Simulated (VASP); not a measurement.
A run of VASP 6.6.1:

The input INCAR:

```
SYSTEM = Na
PREC = Accurate
ENCUT = 520
EDIFF = 1E-6
ISMEAR = 0
SIGMA = 0.15
LREAL = .FALSE.
LASPH = .TRUE.
NELM = 100
ALGO = Fast
ISIF = 2
LWAVE = .FALSE.
LCHARG = .TRUE.
LELF = .TRUE.
LVHAR = .TRUE.
NBANDS = 14
```

KPOINTS

```
Automatic mesh
0
G
  12 12 10
  0 0 0
```

File POSCAR:

```
Na
1.0
    0.0000000000     -3.6205084948      0.0000000000
   -3.6205084948      0.0000000000      0.0000000000
    0.0000000000      0.0000000000     -5.0841636952
Na
2
Direct
    0.5000000000      0.6091835582      0.5398688973
    0.0000000000     -0.1091835582     -0.0398688973
```

Potentials or basis: VASP PAW LDA potentials, release 64 (Na_pv).

Launch:

```sh
$ cat potpaw_LDA.64/Na_pv/POTCAR > POTCAR
$ mpirun -np 1 vasp_std > vasp.out
```

Hardware: 1 thread of Intel(R) Xeon(R) Platinum 8488C (Sapphire Rapids), on a shared host.

How long does it take, and how much memory?

It took 3.8 min on 1 thread of Intel(R) Xeon(R) Platinum 8488C (Sapphire Rapids), with other jobs on the host, peak memory 0.38 GiB. Counts: scf iterations 16, k points 434.
